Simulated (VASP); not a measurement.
# Cu (P2_1/m) in VASP: a series of runs

Cu is run at these levels: PBE; tasks: single point.

Program: VASP 6.6.1. These are calculated values, not measurements. Logs are shortened: lines on timing, memory, paths and dates and some standing lists are left out, and cuts for length are marked.

### 1 The cell of the first run

It takes space group P2_1/m (No. 11, monoclinic). The conventional cell has a = 2.477 Å, b = 2.514 Å, c = 4.217 Å, α = 90.00°, β = 107.08°, γ = 90.00°. Within 3.2 Å of Cu (site symmetry m) lie 12 Cu at 2.35 to 3.15 Å.

### 2 Single point, PBE (atoms displaced along a vibrational mode)

The input, INCAR:

```
SYSTEM = Cu
PREC = Accurate
ENCUT = 520
EDIFF = 1E-7
ISMEAR = 0
SIGMA = 0.15
LREAL = .FALSE.
LASPH = .TRUE.
NELM = 100
ALGO = Fast
ISIF = 2
LWAVE = .FALSE.
LCHARG = .FALSE.
GGA = PE
NBANDS = 18
```

The input, KPOINTS:

```
Automatic mesh
0
G
  18 18 18
  0 0 0
```

The input, POSCAR:

```
Cu
1.0
    1.2386412945     -4.0308860292      0.0000000000
    1.2386412945      4.0308860292      0.0000000000
    0.0000000000      0.0000000000      2.5142119659
Cu
2
Direct
    0.0210080975      0.7529377565      0.2500000000
    0.9789919025      0.2470622435      0.7500000000
```

Potentials or basis: VASP PAW PBE potentials, release 64 (Cu).

On the command line:

```console
$ cat potpaw_PBE.64/Cu/POTCAR > POTCAR
$ mpirun -np 1 vasp_std > vasp.out
```

OUTCAR:

```text
SYSTEM = Cu
   PREC = Accurate
   ENCUT = 520
   EDIFF = 1E-7
   ISMEAR = 0
   LREAL = .FALSE.
   LASPH = .TRUE.
   NELM = 100
   ISIF = 2
   GGA = PE

 ion  position               nearest neighbor table
   1  0.021  0.753  0.250-   2 2.35   2 2.35   2 2.56   2 2.56
   2  0.979  0.247  0.750-   1 2.35   1 2.35   1 2.56   1 2.56

  LATTYP: Found a base centered orthorhombic cell.
 ALAT       =     2.4772825890
 B/A-ratio  =     3.2542803531
 C/A-ratio  =     1.0149072121

  Lattice vectors:

 A1 = (   1.2386412945,  -4.0308860292,   0.0000000000)
 A2 = (   1.2386412945,   4.0308860292,   0.0000000000)
 A3 = (   0.0000000000,   0.0000000000,   2.5142119659)

Analysis of symmetry for initial positions (statically):
=====================================================================
 Subroutine PRICEL returns:
 Original cell was already a primitive cell.

 Routine SETGRP: Setting up the symmetry group for a
 base centered orthorhombic supercell.

 Subroutine GETGRP returns: Found  4 space group operations
 (whereof  2 operations were pure point group operations)
 out of a pool of  8 trial point group operations.

The static configuration has the point symmetry S_2 .
 The point group associated with its full space group is C_2h.

Analysis of symmetry for dynamics (positions and initial velocities):
=====================================================================
 Subroutine PRICEL returns:
 Original cell was already a primitive cell.

 Routine SETGRP: Setting up the symmetry group for a
 base centered orthorhombic supercell.

 Subroutine GETGRP returns: Found  4 space group operations
 (whereof  2 operations were pure point group operations)
 out of a pool of  8 trial point group operations.

The dynamic configuration has the point symmetry S_2 .
 The point group associated with its full space group is C_2h.

 Subroutine INISYM returns: Found  4 space group operations
 (whereof  2 operations are pure point group operations),
 and found     1 'primitive' translations

----------------------------------------------------------------------------------------

                                     Primitive cell

  volume of cell :      25.1060

  direct lattice vectors                    reciprocal lattice vectors
     1.238641295 -4.030886029  0.000000000     0.403668118 -0.124042207  0.000000000
     1.238641295  4.030886029  0.000000000     0.403668118  0.124042207  0.000000000
     0.000000000  0.000000000  2.514211966     0.000000000  0.000000000  0.397738939

  length of vectors
     4.216903418  4.216903418  2.514211966     0.422296600  0.422296600  0.397738939

  position of ions in fractional coordinates (direct lattice)
     0.021008098  0.752937757  0.250000000
     0.978991902  0.247062243  0.750000000

  ion indices of the primitive-cell ions
   primitive index   ion index
                 1           1
                 2           2

----------------------------------------------------------------------------------------

 KPOINTS: Automatic mesh

Automatic generation of k-mesh.
 Grid dimensions read from file:
 generate k-points for:   18   18   18

 Generating k-lattice:

  Cartesian coordinates                     Fractional coordinates (reciprocal lattice)
     0.022426007 -0.006891234  0.000000000     0.055555556  0.000000000  0.000000000
     0.022426007  0.006891234  0.000000000     0.000000000  0.055555556  0.000000000
     0.000000000  0.000000000  0.022096608     0.000000000  0.000000000  0.055555556

  Length of vectors
     0.023460922  0.023460922  0.022096608

  Shift w.r.t. Gamma in fractional coordinates (k-lattice)
     0.000000000  0.000000000  0.000000000

 Subroutine IBZKPT returns following result:
 ===========================================

 Found   1640 irreducible k-points:

 Following reciprocal coordinates:
            Coordinates               Weight
  0.000000  0.000000  0.000000      1.000000
  0.055556  0.000000  0.000000      2.000000
  0.000000  0.055556  0.000000      2.000000
  0.111111  0.000000  0.000000      2.000000
  0.000000  0.111111  0.000000      2.000000
  0.166667  0.000000  0.000000      2.000000
[... 16 lines left out ...]
  0.166667  0.055556  0.000000      2.000000
  0.055556  0.166667  0.000000      2.000000
 [... further k-points ...]
   k-points           NKPTS =   1640   k-points in BZ     NKDIM =   1640   number of bands    NBANDS=     18
   number of dos      NEDOS =    301   number of ions     NIONS =      2
   total plane-waves  NPLWV =  20480
   dimension x,y,z NGX =    32 NGY =   32 NGZ =   20
   dimension x,y,z NGXF=    64 NGYF=   64 NGZF=   40
   ions per type =               2
   NGX,Y,Z   is equivalent  to a cutoff of  12.62, 12.62, 13.22 a.u.
   NGXF,Y,Z  is equivalent  to a cutoff of  25.23, 25.23, 26.45 a.u.
 SYSTEM =  Cu
   PREC   = accura    normal or accurate (medium, high low for compatibility)
   ISTART =      0    job   : 0-new  1-cont  2-samecut
   ICHARG =      2    charge: 1-file 2-atom 10-const
   ISPIN  =      1    spin polarized calculation?
   LNONCOLLINEAR =      F non collinear calculations
   LSORBIT =      F    spin-orbit coupling
   LASPH  =      T    aspherical Exc in radial PAW
   ENCUT  =  520.0 eV  38.22 Ry    6.18 a.u.   7.84  7.84  4.67*2*pi/ulx,y,z
   NELM   =    100;   NELMIN=  2; NELMDL= -5     # of ELM steps
   EDIFF  = 0.1E-06   stopping-criterion for ELM
   LREAL  =      F    real-space projection
   EDIFFG = 0.1E-05   stopping-criterion for IOM
   NSW    =      0    number of steps for IOM
   IBRION =     -1    ionic relax: 0-MD 1-quasi-New 2-CG
   NFREE  =      0    steps in history (QN), initial steepest desc. (CG)
   ISIF   =      2    stress and relaxation
   ISYM   =      2    0-nonsym 1-usesym 2-fastsym
   POTIM  = 0.5000    time-step for ionic-motion
   TEBEG  =    0.0;   TEEND  =   0.0 temperature during run
   PSTRESS=    0.0 pullay stress
   NELECT =      22.0000    total number of electrons
   NUPDOWN=      -1.0000    fix difference up-down
   EMIN   =  10.00;   EMAX   =-10.00  energy-range for DOS
   EFERMI =   0.00;   METHOD = LEGACY
   ISMEAR =     0;   SIGMA  =   0.15  broadening in eV -4-tet -1-fermi 0-gaus
   EFERMI_NEDOS =   21; number of points for ismear=-14 and -15
   IALGO  =     68    algorithm
   IMIX   =      4    mixing-type and parameters
     AMIX     =   0.40;   BMIX     =  1.00
     AMIX_MAG =   1.60;   BMIX_MAG =  1.00
  volume/ion in A,a.u.               =      12.55        84.71
  Fermi-wavevector in a.u.,A,eV,Ry     =   1.566594  2.960433 33.391638  2.454216
  Thomas-Fermi vector in A             =   2.668899
   LORBIT       =      0    0 simple, 1 ext, 2 COOP (PROOUT), +10 PAW based schemes
   GGA     = PE    functional components
   LHFCALC =     F    Hartree Fock is set to
   AEXX    =    0.0000 exact exchange contribution
   IVDW    =     0    specifies the selected vdW correction
   LEPSILON=     F    determine dielectric tensor
   LRPA    =     F    only Hartree local field effects (RPA)
 non-spin polarized calculation
 RMM-DIIS sequential band-by-band and
 Gauss-broadening in eV      SIGMA  =   0.15
  energy-cutoff  :      520.00
  volume of cell :       25.11
 maximum number of plane-waves:       698
   NGX = 15   NGY = 15   NGZ =  9

 number of electron      22.0000002 magnetization

 Free energy of the ion-electron system (eV)
  ---------------------------------------------------
  ext. energy  EPLUGINS =         0.00000000
  ---------------------------------------------------
  free energy    TOTEN  =        -7.05046170 eV

  energy without entropy =       -7.04338441  energy(sigma->0) =       -7.04692305

 E-fermi :   6.8515     XC(G=0): -12.3329

 val. band max:        6.8499056046   @ k =  -0.1111   0.0556   0.5000
 cond. band min:       6.8516304175   @ k =   0.5000   0.3889   0.3889
 fundamental gap:      0.0017248129
 Fermi energy:         6.8514773923

 k-point     1 :       0.0000    0.0000    0.0000
  band No.  band energies     occupation
      1      -2.0457      2.00000
      2       2.0870      2.00000
      3       2.8290      2.00000
      4       3.0587      2.00000
      5       3.8002      2.00000
      6       4.1914      2.00000
[... 10 lines left out ...]
     17      26.0621      0.00000
     18      28.7479      0.00000

 k-point     2 :       0.0556    0.0000    0.0000
  band No.  band energies     occupation
      1      -1.9604      2.00000
      2       2.1164      2.00000
      3       2.8630      2.00000
      4       3.0775      2.00000
      5       3.8046      2.00000
      6       4.1868      2.00000
[... 10 lines left out ...]
     17      26.2801      0.00000
     18      29.8418      0.00000

 k-point     3 :       0.0000    0.0556    0.0000
  band No.  band energies     occupation
      1      -1.9591      2.00000
      2       2.1170      2.00000
      3       2.8520      2.00000
      4       3.0900      2.00000
      5       3.8135      2.00000
      6       4.1852      2.00000
[... 10 lines left out ...]
     17      26.3179      0.00000
     18      29.5412      0.00000

 k-point     4 :       0.1111    0.0000    0.0000
  band No.  band energies     occupation
      1      -1.7075      2.00000
      2       2.1954      2.00000
      3       2.9565      2.00000
      4       3.1375      2.00000
      5       3.8169      2.00000
      6       4.1662      2.00000
[... 375 lines left out ...]
      4       3.2686      2.00000
      5       3.8691      2.00000
      6       4.1385      2.00000
[... 10 lines left out ...]
     17      26.6989      0.00000
     18      30.4430      0.00000

 k-point    23 :       0.1667    0.0556    0.0000
  band No.  band energies     occupation
      1      -0.8203      2.00000
      2       2.4306      2.00000
      3       3.1065      2.00000
      4       3.3470      2.00000
      5       3.8589      2.00000
      6       4.0785      2.00000
[... 10 lines left out ...]
     17      26.8735      0.00000
     18      30.7842      0.00000

 k-point    24 :       0.0556    0.1667    0.0000
  band No.  band energies     occupation
      1      -0.8014      2.00000
      2       2.4760      2.00000
      3       3.0600      2.00000
      4       3.3900      2.00000
      5       3.9331      2.00000
      6       4.0957      2.00000
[... 10 lines left out ...]
     17      26.9373      0.00000
     18      30.8347      0.00000

 [... further k-points ...]

------------------------ aborting loop because EDIFF is reached ----------------------------------------

  FORCE on cell =-STRESS in cart. coord.  units (eV):
  Direction    XX          YY          ZZ          XY          YZ          ZX
  --------------------------------------------------------------------------------------
  -------------------------------------------------------------------------------------
  Total       -0.0977441      0.9371416      0.5943572      1.5199178      0.0000000      0.0000000
  in kB       -6.2376812     59.8050498     37.9297619     96.9957572      0.0000000      0.0000000
  external PRESSURE =      30.4990435 kB  Pullay stress =       0.0000000 kB

 VOLUME and BASIS-vectors are now :
 -----------------------------------------------------------------------------
  energy-cutoff  :      520.00
  volume of cell :       25.11
      direct lattice vectors                 reciprocal lattice vectors
     1.238641295 -4.030886029  0.000000000     0.403668118 -0.124042207  0.000000000
     1.238641295  4.030886029  0.000000000     0.403668118  0.124042207  0.000000000
     0.000000000  0.000000000  2.514211966     0.000000000  0.000000000  0.397738939

 POSITION                                       TOTAL-FORCE (eV/Angst)
 -----------------------------------------------------------------------------------
      0.95864      2.95033      0.62855         0.396154      1.005646      0.000000
      1.51864     -2.95033      1.88566        -0.396154     -1.005646      0.000000
 -----------------------------------------------------------------------------------
    total drift:                               -0.000000     -0.000000     -0.000000

  FREE ENERGIE OF THE ION-ELECTRON SYSTEM (eV)
  ---------------------------------------------------
  free  energy   TOTEN  =        -7.0504616959 eV

  energy  without entropy=       -7.0433844116  energy(sigma->0) =       -7.04692305
```

Run time: 32 min. Hardware: 1 thread of Oxide Virtual Turin-like, shared host; peak memory 0.63 GiB.

What came out:

```yaml
Free_energy: -7.0505 eV
Pressure: 3.0 GPa
Largest_force: 1.081 eV/Å
Band_gap_on_the_k_mesh: zero (bands 11 and 12 overlap by 6.63 eV)
```

Forces in eV/Å, atoms in the order of the input:
```
Cu   0.396  1.006  0.000
Cu  -0.396 -1.006  0.000
```

Caveat: the cell differs from its parent crystal (atoms displaced along a vibrational mode); the stress differs along the axes, from -1 to 6 GPa; forces of over 1 eV/Å act on the atoms, so gaps and moduli don't describe the material at rest.

### 3 Single point, PBE (atoms displaced along a vibrational mode)

The input, INCAR:

```
SYSTEM = Cu
ALGO = Fast
EDIFF = 1E-6
ENCUT = 520
GGA = PE
ISIF = 2
ISMEAR = 0
LASPH = .True.
LCHARG = .True.
LELF = .True.
LREAL = .False.
LVHAR = .True.
LWAVE = .False.
NBANDS = 18
NELM = 60
PREC = Accurate
SIGMA = 0.15
```

The input, KPOINTS:

```
k-points
0
Gamma
  18 18 18
  0 0 0
```

The input, POSCAR:

```
Cu
1.0
    1.2386412945     -4.0308860292      0.0000000000
    1.2386412945      4.0308860292      0.0000000000
    0.0000000000      0.0000000000      2.5142119659
Cu
2
Direct
    0.0775216340      0.8094512930      0.2500000000
    0.9224783660      0.1905487070      0.7500000000
```

Potentials or basis: VASP PAW PBE potentials, release 64 (Cu).

On the command line:

```console
$ cat potpaw_PBE.64/Cu/POTCAR > POTCAR
$ mpirun -np 1 vasp_std > vasp.out
```

Run time: 29 min. Hardware: 1 thread of Oxide Virtual Turin-like, shared host; peak memory 0.63 GiB.

The run converged. Its results:

```yaml
Free_energy: -7.1438 eV
Pressure: 0.9 GPa
Largest_force: 0.380 eV/Å
Band_gap_on_the_k_mesh: zero (bands 11 and 12 overlap by 5.88 eV)
```

Forces on the atoms (eV/Å):
```
Cu   0.248  0.287  0.000
Cu  -0.248 -0.287  0.000
```

Stress tensor (GPa, compression positive):
```
-0.16  6.27  0.00
 6.27  1.64  0.00
 0.00  0.00  1.34
```

Levels at points of the mesh, in eV from the Fermi level:
| k point | band 8 | band 9 | band 10 | band 11 | band 12 | band 13 | band 14 | band 15 |
| --- | --- | --- | --- | --- | --- | --- | --- | --- |
| (0.00, 0.00, 0.00) | -1.92 | -1.75 | -1.70 | -1.37 | 0.06 | 4.59 | 14.35 | 17.59 |
| (0.50, 0.00, 0.00) | -2.02 | -2.00 | -1.44 | -0.91 | 1.45 | 2.04 | 7.01 | 11.77 |
| (0.00, 0.50, 0.00) | -2.48 | -2.06 | -1.85 | -0.01 | 0.81 | 3.16 | 5.95 | 13.54 |
| (0.50, 0.50, 0.00) | -2.31 | -2.15 | -1.82 | -1.63 | -1.60 | 13.29 | 14.94 | 15.57 |
| (0.00, 0.00, 0.50) | -2.50 | -1.77 | -1.77 | -0.04 | -0.04 | 7.97 | 7.97 | 9.15 |
| (0.50, 0.00, 0.50) | -2.11 | -1.27 | -1.27 | 4.24 | 4.24 | 6.55 | 6.55 | 10.09 |
| (0.00, 0.50, 0.50) | -1.50 | -1.25 | -1.25 | 3.20 | 3.20 | 7.74 | 7.74 | 8.77 |
| (0.50, 0.50, 0.50) | -1.97 | -1.47 | -1.47 | -0.82 | -0.82 | 3.49 | 3.49 | 17.50 |

Caveat: the cell differs from its parent crystal (atoms displaced along a vibrational mode).
